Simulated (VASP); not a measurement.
Write the native input for VASP 6.6.1 that does the following.

```yaml
Task: relaxation of cell and atoms
Functional: PBE
Potentials_or_basis: VASP PAW PBE potentials, release 64 (Si, Ni)
Cutoff: 600 eV
k_mesh: 14 × 14 × 14
Occupations: gaussian, width 0.1 eV
Spin: no spin polarisation
Target_pressure: 4 GPa
Dipole_correction: no
Further_INCAR_settings: ALGO = Normal; EDIFF = 1e-06; IBRION = 2; EDIFFG = -0.008; NSW = 70; ISIF = 3
```

The structure of Si2Ni lies in POSCAR:

```
Si2Ni
1.0
    0.0000000000      2.6996469897      2.6996469897
    2.6996469897      0.0000000000      2.6996469897
    2.6996469897      2.6996469897      0.0000000000
Si Ni
2 1
Direct
    0.2500000000      0.2500000000      0.2500000000
    0.7500000000      0.7500000000      0.7500000000
    0.0000000000      0.0000000000      0.0000000000
```

The input as run:

INCAR

```
SYSTEM = Si2Ni
PREC = Accurate ; ENCUT = 600
EDIFF = 1E-6 ; ISMEAR = 0
SIGMA = 0.1 ; LREAL = .FALSE.
LASPH = .TRUE. ; NELM = 80
ALGO = Normal ; ISIF = 3
LWAVE = .FALSE. ; LCHARG = .FALSE.
GGA = PE ; IBRION = 2
NSW = 70 ; EDIFFG = -0.008
PSTRESS = 40.0
```

KPOINTS

```
Automatic mesh
0
G
  14 14 14
  0 0 0
```

Potentials or basis: VASP PAW PBE potentials, release 64 (Si, Ni).

The run is started by

```console
$ cat potpaw_PBE.64/Si/POTCAR potpaw_PBE.64/Ni/POTCAR > POTCAR
$ mpirun -np 1 vasp_std > vasp.out
```

It gave:

```
Relaxed volume                                             : 13.11 Å³/atom
Relaxed cell                                               : a = 3.817 Å, b = 3.817 Å, c = 3.817 Å, α = 60.00°, β = 60.00°, γ = 60.00°
Space group after relaxing (to 0.1 Å)                      : Fm-3m (No. 225)
Energy change on relaxing (the run minimises the enthalpy) : +0.2 meV/atom
Ionic steps                                                : 3
Pressure after relaxing                                    : 4.1 GPa
Band gap on the k mesh                                     : zero (bands 9 and 10 overlap by 2.12 eV)
```

Caveat: the cell is relaxed towards a set pressure, so the run minimises the enthalpy, not the energy.

Wall time 42 s on 1 thread of Intel(R) Xeon(R) 6975P-C (Granite Rapids), with other jobs on the host, peak memory 0.23 GiB.
